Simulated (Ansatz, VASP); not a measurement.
**One calculation of TaGe2N3, two programs**

```
Ta Ge N
1.0
     5.17492    0.00000    0.00000
    -2.58746    4.48161    0.00000
     0.00000    0.00000    3.94046
Ta Ge N
1 2 3
Direct
  0.00000 0.00000 0.00000
  0.33333 0.66667 0.00000
  0.66667 0.33333 0.00000
  0.33333 0.66667 0.50000
  0.66667 0.33333 0.50000
  0.00000 0.00000 0.50000
```

Alike in both runs: task single point; functional PBE; k mesh 6 × 6 × 4; occupations gaussian, width 0.1 eV; no spin polarisation.

|  | VASP | Ansatz |
| --- | --- | --- |
| version | VASP 6.6.1 | Ansatz 0.2.0 |
| potentials or method | VASP PAW PBE potentials, release 64 (Ta_pv, Ge_d, N), cutoff 520 eV | scalar-relativistic, plane waves, PAW |
| valence electrons in the cell | 54 | 56 |

Ansatz gave:

- gap on the k mesh at the Fermi level (eV): none
- pressure (GPa): -6.1
- traceless stress, the component that is largest in VASP (GPa): -6.68

Estimate VASP's values.

gap on the k mesh at the Fermi level (eV): none; pressure (GPa): -6.0; traceless stress, the component that is largest in VASP (GPa): -6.27.

A gap of «none» marks a metal or a gap that the smearing closes. VASP's potentials hold 54 valence electrons a cell and Ansatz's 56, so a difference there can come from the potentials and not from the codes.

The k mesh is coarse, so the values compare programs but aren't converged. Neither program's run includes spin-orbit coupling.
